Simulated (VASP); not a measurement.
A run of VASP 6.6.1 is set up as follows.

Contents of INCAR:

```
  PREC = Accurate
  ENCUT = 520
  EDIFF = 1E-6
  ISMEAR = -1
  SIGMA = 0.02
  LREAL = False
  LASPH = True
  NELM = 100
  ALGO = Normal
  ISIF = 2
  LWAVE = False
  LCHARG = True
  GGA = PE
  LELF = True
  LVHAR = True
  NBANDS = 28
```

Contents of KPOINTS:

```
Automatic mesh
0
Gamma
  6 6 6
```

Contents of POSCAR:

```
BaTiO3
1.0
    3.9998000000      0.0000000000      0.0000000000
    0.0000000000      3.9998000000      0.0000000000
    0.0000000000      0.0000000000      4.0180000000
Ba Ti O
1 1 3
Direct
    0.0000000000      0.0000000000      0.0000149102
    0.5000000000      0.5000000000      0.4856410271
    0.5000000000      0.5000000000      0.0253108651
    0.5000000000      0.0000000000      0.5160165988
    0.0000000000      0.5000000000      0.5160165988
```

Potentials or basis: VASP PAW PBE potentials, release 64 (Ba_sv, Ti_sv, O).

Command:

```sh
$ cat potpaw_PBE.64/Ba_sv/POTCAR potpaw_PBE.64/Ti_sv/POTCAR potpaw_PBE.64/O/POTCAR > POTCAR
$ mpirun -np 1 vasp_std > vasp.out
```

Problem. Predict the largest force.

Solution. 0.058 eV/Å.

Problem. Predict the pressure.

Solution. 5.0 GPa.

Problem. What does it give for the band gap on the k mesh?

Solution. 1.79 eV, indirect (least direct gap 2.14 eV).

Forces in eV/Å, atoms in the order of the input:
```
Ba   0.000  0.000  0.028
Ti   0.000  0.000  0.054
O    0.000  0.000 -0.058
O    0.000  0.000 -0.012
O    0.000  0.000 -0.012
```

Caveat: spin-orbit coupling is left out, which moves the levels of the heavy elements. A k mesh can miss the band edges.
